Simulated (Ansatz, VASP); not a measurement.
**Sn3Te in VASP and in Ansatz**

```
Sn Te
1.0
     4.86562    0.00000    0.00000
     0.00000    4.86562    0.00000
     0.00000    0.00000    4.86562
Sn Te
3 1
Direct
  0.54110 0.50000 0.00000
  0.50000 0.00000 0.50000
  0.00000 0.50000 0.50000
  0.00000 0.00000 0.00000
```

Alike in both runs: task single point; functional PBE; k mesh 5 × 5 × 5; no spin polarisation.

|  | VASP | Ansatz |
| --- | --- | --- |
| version | VASP 6.6.1 | Ansatz 0.2.0 |
| potentials or method | VASP PAW PBE potentials, release 64 (Sn_d, Te), cutoff 520 eV | plane waves, PAW |
| occupations | methfessel-paxton of order 1, width 0.1 eV | cold |
| valence electrons in the cell | 48 | 58 |

|  | VASP | Ansatz | Ansatz less VASP |
| --- | --- | --- | --- |
| rms of the force components (eV/Å) | 0.088 | 0.089 | +0.0008 |

Atom by atom the forces differ by 0.003 eV/Å (rms over components). VASP's potentials hold 48 valence electrons a cell and Ansatz's 58, so a difference there can come from the potentials and not from the codes.

Neither program's run includes spin-orbit coupling.
